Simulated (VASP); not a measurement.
**HgTe (Coloradoite): single point with r2SCAN+D3(BJ)**

HgTe (Coloradoite):

```
Hg Te
1.0
     0.00000    3.25680    3.25680
     3.25680    0.00000    3.25680
     3.25680    3.25680    0.00000
Hg Te
1 1
Direct
  0.00000 0.00000 0.00000
  0.75000 0.75000 0.75000
```

```json
{
  "Program": "VASP 6.6.1",
  "Task": "single point",
  "Functional": "r2SCAN",
  "Dispersion": "D3(BJ)",
  "Potentials or basis": "VASP PAW PBE potentials, release 64 (Hg, Te)",
  "Cutoff": "520 eV",
  "k mesh": "7 × 7 × 7",
  "Occupations": "fermi-dirac, width 0.05 eV",
  "Spin": "no spin polarisation",
  "Dipole correction": "no",
  "Further INCAR settings": "ALGO = Normal; EDIFF = 1e-06; NBANDS = 16"
}
```

```yaml
Pressure: 0.5 GPa
Band_gap_on_the_k_mesh: zero (filled and empty bands touch)
Dispersion_energy_per_atom: -0.171 eV
```

Levels at points of the mesh, in eV from the Fermi level:
```csv
k point,band 7,band 8,band 9,band 10,band 11,band 12
"(0.00, 0.00, 0.00)",-0.52,-0.04,-0.04,-0.04,4.57,4.57
```

Run time: 42 s on 1 thread of Intel(R) Xeon(R) 6975P-C (Granite Rapids) (shared host), peak memory 0.22 GiB.

Caveat: the PAW data sets were made with another functional, which shifts forces and pressure a little; spin-orbit coupling is left out, which moves the levels of the heavy elements; pairwise dispersion overbinds metals, which lowers pressure and volume.
